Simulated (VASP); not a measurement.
# MgO (P1) in VASP: further runs

Runs on MgO. Level: PBE. Tasks: single point.

Everything below comes from runs of VASP 6.6.1. Logs are shortened: lines on timing, memory, paths and dates and some standing lists are left out, and cuts for length are marked.

## (1) The cell of the first run

The typed cell holds 4 atoms: a = 3.486 Å, b = 3.486 Å, c = 4.178 Å, α = 90.00°, β = 90.00°, γ = 120.00°.

## (2) Single point, PBE (atom 3 (O) moved by (-0.450, -0.225) A along x and z)

INCAR

```
SYSTEM = MgO
ALGO = Normal
EDIFF = 1E-6
ENCUT = 520
GGA = PE
ISIF = 2
ISMEAR = 0
LASPH = .True.
LCHARG = .False.
LREAL = .False.
LWAVE = .False.
NBANDS = 16
NELM = 60
PREC = Accurate
SIGMA = 0.05
```

KPOINTS

```
k-points
0
Gamma
  6 6 6
  0 0 0
```

POSCAR

```
MgO
1.0
    3.4863778627      0.0000000000      0.0000000000
   -1.7431889314      3.0192917963      0.0000000000
    0.0000000000      0.0000000000      4.1780412200
Mg O
2 2
Direct
    0.6666666667      0.3333333333      0.7500000000
    0.3333333333      0.6666666667      0.2500000000
    0.5375928778      0.3333333333      0.1961470129
    0.3333333333      0.6666666667      0.7500000000
```

Potentials or basis: VASP PAW PBE potentials, release 64 (Mg, O).

Run with:

```console
> cat potpaw_PBE.64/Mg/POTCAR potpaw_PBE.64/O/POTCAR > POTCAR
> mpirun -np 1 vasp_std > vasp.out
```

OUTCAR:

```text
SYSTEM = MgO
   EDIFF = 1E-6
   ENCUT = 520
   GGA = PE
   ISIF = 2
   ISMEAR = 0
   LASPH = .True.
   LREAL = .False.
   NELM = 60
   PREC = Accurate

 ion  position               nearest neighbor table
   1  0.667  0.333  0.750-   3 1.92   4 2.01   4 2.01   4 2.01   3 2.36   2 2.90   2 2.90   2 2.90
                             2 2.90   2 2.90   2 2.90
   2  0.333  0.667  0.250-   3 1.65   3 2.07   4 2.09   4 2.09   3 2.42   1 2.90   1 2.90   1 2.90
                             1 2.90   1 2.90   1 2.90
   3  0.538  0.333  0.196-   2 1.65   1 1.92   2 2.07   1 2.36   2 2.42
   4  0.333  0.667  0.750-   1 2.01   1 2.01   1 2.01   2 2.09   2 2.09

  LATTYP: Found a hexagonal cell.
 ALAT       =     3.4863778627
 C/A-ratio  =     1.1983902447

  Lattice vectors:

 A1 = (   3.4863778627,   0.0000000000,   0.0000000000)
 A2 = (  -1.7431889314,   3.0192917963,   0.0000000000)
 A3 = (   0.0000000000,   0.0000000000,   4.1780412200)

Analysis of symmetry for initial positions (statically):
=====================================================================
 Subroutine PRICEL returns:
 Original cell was already a primitive cell.

 Routine SETGRP: Setting up the symmetry group for a
 hexagonal supercell.

 Subroutine GETGRP returns: Found  1 space group operations
 (whereof  1 operations were pure point group operations)
 out of a pool of 24 trial point group operations.

The static configuration has the point symmetry C_1 .

Analysis of symmetry for dynamics (positions and initial velocities):
=====================================================================
 Subroutine PRICEL returns:
 Original cell was already a primitive cell.

 Routine SETGRP: Setting up the symmetry group for a
 hexagonal supercell.

 Subroutine GETGRP returns: Found  1 space group operations
 (whereof  1 operations were pure point group operations)
 out of a pool of 24 trial point group operations.

The dynamic configuration has the point symmetry C_1 .

 Subroutine INISYM returns: Found  1 space group operations
 (whereof  1 operations are pure point group operations),
 and found     1 'primitive' translations

----------------------------------------------------------------------------------------

                                     Primitive cell

  volume of cell :      43.9797

  direct lattice vectors                    reciprocal lattice vectors
     3.486377863  0.000000000  0.000000000     0.286830642  0.165601748  0.000000000
    -1.743188931  3.019291796  0.000000000     0.000000000  0.331203497  0.000000000
     0.000000000  0.000000000  4.178041220     0.000000000  0.000000000  0.239346609

  length of vectors
     3.486377863  3.486377863  4.178041220     0.331203497  0.331203497  0.239346609

  position of ions in fractional coordinates (direct lattice)
     0.666666667  0.333333333  0.750000000
     0.333333333  0.666666667  0.250000000
     0.537592878  0.333333333  0.196147013
     0.333333333  0.666666667  0.750000000

  ion indices of the primitive-cell ions
   primitive index   ion index
                 1           1
                 2           2
                 3           3
                 4           4

----------------------------------------------------------------------------------------

 KPOINTS: k-points

Automatic generation of k-mesh.
 Grid dimensions read from file:
 generate k-points for:    6    6    6

 Generating k-lattice:

  Cartesian coordinates                     Fractional coordinates (reciprocal lattice)
     0.047805107  0.027600291  0.000000000     0.166666667  0.000000000  0.000000000
     0.000000000  0.055200583  0.000000000     0.000000000  0.166666667  0.000000000
     0.000000000  0.000000000  0.039891102     0.000000000  0.000000000  0.166666667

  Length of vectors
     0.055200583  0.055200583  0.039891102

  Shift w.r.t. Gamma in fractional coordinates (k-lattice)
     0.000000000  0.000000000  0.000000000

 Subroutine IBZKPT returns following result:
 ===========================================

 Found    112 irreducible k-points:

 Following reciprocal coordinates:
            Coordinates               Weight
  0.000000  0.000000  0.000000      1.000000
  0.166667 -0.000000  0.000000      2.000000
  0.000000  0.166667  0.000000      2.000000
 -0.166667  0.166667  0.000000      2.000000
  0.333333 -0.000000  0.000000      2.000000
  0.000000  0.333333  0.000000      2.000000
[... 16 lines left out ...]
  0.000000  0.166667  0.166667      2.000000
 -0.166667  0.166667  0.166667      2.000000
 [... further k-points ...]
   k-points           NKPTS =    112   k-points in BZ     NKDIM =    112   number of bands    NBANDS=     16
   number of dos      NEDOS =    301   number of ions     NIONS =      4
   total plane-waves  NPLWV =  25088
   dimension x,y,z NGX =    28 NGY =   28 NGZ =   32
   dimension x,y,z NGXF=    56 NGYF=   56 NGZF=   64
   ions per type =               2   2
   NGX,Y,Z   is equivalent  to a cutoff of  13.35, 13.35, 12.73 a.u.
   NGXF,Y,Z  is equivalent  to a cutoff of  26.70, 26.70, 25.47 a.u.
 SYSTEM =  MgO
   PREC   = accura    normal or accurate (medium, high low for compatibility)
   ISTART =      0    job   : 0-new  1-cont  2-samecut
   ICHARG =      2    charge: 1-file 2-atom 10-const
   ISPIN  =      1    spin polarized calculation?
   LNONCOLLINEAR =      F non collinear calculations
   LSORBIT =      F    spin-orbit coupling
   LASPH  =      T    aspherical Exc in radial PAW
   ENCUT  =  520.0 eV  38.22 Ry    6.18 a.u.   6.48  6.48  7.77*2*pi/ulx,y,z
   NELM   =     60;   NELMIN=  2; NELMDL= -5     # of ELM steps
   EDIFF  = 0.1E-05   stopping-criterion for ELM
   LREAL  =      F    real-space projection
   EDIFFG = 0.1E-04   stopping-criterion for IOM
   NSW    =      0    number of steps for IOM
   IBRION =     -1    ionic relax: 0-MD 1-quasi-New 2-CG
   NFREE  =      0    steps in history (QN), initial steepest desc. (CG)
   ISIF   =      2    stress and relaxation
   ISYM   =      2    0-nonsym 1-usesym 2-fastsym
   POTIM  = 0.5000    time-step for ionic-motion
   TEBEG  =    0.0;   TEEND  =   0.0 temperature during run
   PSTRESS=    0.0 pullay stress
   NELECT =      16.0000    total number of electrons
   NUPDOWN=      -1.0000    fix difference up-down
   EMIN   =  10.00;   EMAX   =-10.00  energy-range for DOS
   EFERMI =   0.00;   METHOD = LEGACY
   ISMEAR =     0;   SIGMA  =   0.05  broadening in eV -4-tet -1-fermi 0-gaus
   EFERMI_NEDOS =   21; number of points for ismear=-14 and -15
   IALGO  =     38    algorithm
   IMIX   =      4    mixing-type and parameters
     AMIX     =   0.40;   BMIX     =  1.00
     AMIX_MAG =   1.60;   BMIX_MAG =  1.00
  volume/ion in A,a.u.               =      10.99        74.20
  Fermi-wavevector in a.u.,A,eV,Ry     =   1.168685  2.208494 18.583167  1.365824
  Thomas-Fermi vector in A             =   2.305168
   LORBIT       =      0    0 simple, 1 ext, 2 COOP (PROOUT), +10 PAW based schemes
   GGA     = PE    functional components
   LHFCALC =     F    Hartree Fock is set to
   AEXX    =    0.0000 exact exchange contribution
   IVDW    =     0    specifies the selected vdW correction
   LEPSILON=     F    determine dielectric tensor
   LRPA    =     F    only Hartree local field effects (RPA)
 non-spin polarized calculation
 Gauss-broadening in eV      SIGMA  =   0.05
  energy-cutoff  :      520.00
  volume of cell :       43.98
 maximum number of plane-waves:      1204
 NGX is ok and might be reduce to    28
   NGX = 13   NGY = 13   NGZ = 15

 number of electron      15.9999998 magnetization

 Free energy of the ion-electron system (eV)
  ---------------------------------------------------
  ext. energy  EPLUGINS =         0.00000000
  ---------------------------------------------------
  free energy    TOTEN  =       -22.10537723 eV

  energy without entropy =      -22.10537723  energy(sigma->0) =      -22.10537723

 E-fermi :   2.4119     XC(G=0): -10.0602

 val. band max:        2.1593675810   @ k =   0.0000   0.0000   0.0000
 cond. band min:       5.1511931149   @ k =   0.0000   0.0000   0.0000
 fundamental gap:      2.9918255339
 Fermi energy:         2.4119141712

 k-point     1 :       0.0000    0.0000    0.0000
  band No.  band energies     occupation
      1     -14.9712      2.00000
      2     -13.4333      2.00000
      3      -1.6283      2.00000
      4      -0.0278      2.00000
      5       0.6447      2.00000
      6       1.0499      2.00000
[... 8 lines left out ...]
     15      17.6050      0.00000
     16      18.3126      0.00000

 k-point     2 :       0.1667   -0.0000    0.0000
  band No.  band energies     occupation
      1     -14.8598      2.00000
      2     -13.4350      2.00000
      3      -1.4560      2.00000
      4      -0.3622      2.00000
      5      -0.0071      2.00000
      6       0.8860      2.00000
[... 8 lines left out ...]
     15      16.5786      0.00000
     16      18.5421      0.00000

 k-point     3 :       0.0000    0.1667    0.0000
  band No.  band energies     occupation
      1     -14.8354      2.00000
      2     -13.4575      2.00000
      3      -1.4240      2.00000
      4      -0.3659      2.00000
      5       0.3951      2.00000
      6       0.6766      2.00000
[... 8 lines left out ...]
     15      16.6282      0.00000
     16      18.0180      0.00000

 k-point     4 :      -0.1667    0.1667    0.0000
  band No.  band energies     occupation
      1     -14.8224      2.00000
      2     -13.4741      2.00000
      3      -1.4044      2.00000
      4      -0.2720      2.00000
      5       0.3215      2.00000
      6       0.7407      2.00000
[... 8 lines left out ...]
     15      16.7183      0.00000
     16      17.4773      0.00000
[... 324 lines left out ...]
 k-point    22 :       0.1667   -0.0000    0.1667
  band No.  band energies     occupation
      1     -14.7750      2.00000
      2     -13.5228      2.00000
      3      -1.3603      2.00000
      4      -0.2472      2.00000
      5       0.0448      2.00000
      6       0.7271      2.00000
[... 8 lines left out ...]
     15      17.0450      0.00000
     16      18.4162      0.00000

 k-point    23 :       0.0000    0.1667    0.1667
  band No.  band energies     occupation
      1     -14.7557      2.00000
      2     -13.5349      2.00000
      3      -1.4651      2.00000
      4      -0.2385      2.00000
      5       0.4017      2.00000
      6       0.6465      2.00000
[... 8 lines left out ...]
     15      16.9165      0.00000
     16      17.8693      0.00000

 k-point    24 :      -0.1667    0.1667    0.1667
  band No.  band energies     occupation
      1     -14.7458      2.00000
      2     -13.5455      2.00000
      3      -1.4963      2.00000
      4      -0.0341      2.00000
      5       0.2673      2.00000
      6       0.4748      2.00000
[... 8 lines left out ...]
     15      16.7035      0.00000
     16      18.3129      0.00000

 [... further k-points ...]

------------------------ aborting loop because EDIFF is reached ----------------------------------------

  FORCE on cell =-STRESS in cart. coord.  units (eV):
  Direction    XX          YY          ZZ          XY          YZ          ZX
  --------------------------------------------------------------------------------------
  -------------------------------------------------------------------------------------
  Total        5.9787174      4.4153729      3.5014984     -6.0677480      0.5694066     -1.0383465
  in kB      217.8042464    160.8517185    127.5593368   -221.0476276     20.7434401    -37.8268886
  external PRESSURE =     168.7384339 kB  Pullay stress =       0.0000000 kB

 VOLUME and BASIS-vectors are now :
 -----------------------------------------------------------------------------
  energy-cutoff  :      520.00
  volume of cell :       43.98
      direct lattice vectors                 reciprocal lattice vectors
     3.486377863  0.000000000  0.000000000     0.286830642  0.165601748  0.000000000
    -1.743188931  3.019291796  0.000000000     0.000000000  0.331203497  0.000000000
     0.000000000  0.000000000  4.178041220     0.000000000  0.000000000  0.239346609

 POSITION                                       TOTAL-FORCE (eV/Angst)
 -----------------------------------------------------------------------------------
      1.74319      1.00643      3.13353        -0.502971     -0.026511     -0.650651
     -0.00000      2.01286      1.04451        -5.216665      3.769208      0.313123
      1.29319      1.00643      0.81951         6.602351     -4.085141      1.873165
     -0.00000      2.01286      3.13353        -0.882716      0.342444     -1.535637
 -----------------------------------------------------------------------------------
    total drift:                               -0.000341      0.000343     -0.000329

  FREE ENERGIE OF THE ION-ELECTRON SYSTEM (eV)
  ---------------------------------------------------
  free  energy   TOTEN  =       -22.1053772278 eV

  energy  without entropy=      -22.1053772278  energy(sigma->0) =      -22.10537723
```

Run time: 68 s. Hardware: 1 thread of Intel Xeon Platinum 8259CL at 2.50GHz (Skylake/Cascade Lake), shared host; peak memory 0.21 GiB.

Results:

| Property | Result |
| --- | --- |
| Free energy | -22.1054 eV |
| Pressure | 16.9 GPa |
| Largest force | 7.987 eV/Å |
| Band gap on the k mesh | 2.99 eV, direct |

Forces on the atoms (eV/Å):
```
Mg  -0.503 -0.027 -0.651
Mg  -5.217  3.769  0.313
O    6.602 -4.085  1.873
O   -0.883  0.342 -1.536
```

Stress tensor (GPa, compression positive):
```
 21.78 -22.10  -3.78
-22.10  16.09   2.07
 -3.78   2.07  12.76
```

Caveat: the cell differs from its parent crystal (atom 3 (O) moved by (-0.450, -0.225) A along x and z); forces of over 1 eV/Å act on the atoms, so gaps and moduli don't describe the material at rest.

(Part 1 of 2 ends here.)
